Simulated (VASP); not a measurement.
A run of VASP 6.6.1 is set up as follows.

File INCAR:

```
SYSTEM = NiO2
PREC = Accurate
ENCUT = 520
EDIFF = 1E-6
ISMEAR = -1
SIGMA = 0.1
LREAL = .FALSE.
LASPH = .TRUE.
NELM = 150
ALGO = Normal
ISIF = 2
LWAVE = .FALSE.
LCHARG = .FALSE.
ISPIN = 2
MAGMOM = 0.56 0.18 0.18
LORBIT = 11
NUPDOWN = 0.9
LMAXMIX = 4
GGA = CA
NBANDS = 22
```

The input KPOINTS:

```
regular mesh
0
G
  12 12 7
  0 0 0
```

POSCAR

```
NiO2
1.0
    2.7987820000      0.0000000000      0.0000000000
   -1.3993910000      2.4238163117      0.0000000000
    0.0000000000      0.0000000000      4.6182730000
Ni O
1 2
Direct
    0.0000000000      0.0000000000      0.5000000000
    0.6666670000      0.3333330000      0.7060390000
    0.3333330000      0.6666670000      0.2939610000
```

Potentials or basis: VASP PAW LDA potentials, release 64 (Ni, O).

Run with:

```sh
$ cat potpaw_LDA.64/Ni/POTCAR potpaw_LDA.64/O/POTCAR > POTCAR
$ mpirun -np 1 vasp_std > vasp.out
```

(1) Estimate the largest force.

(2) Estimate the pressure.

## Answers

(1) 0.557 eV/Å.

(2) -5.7 GPa.

Caveat: the cell stands under tension; the total moment is fixed, so each spin has its own Fermi level; a cell with one magnetic atom can't hold antiferromagnetic order, which such compounds often take.
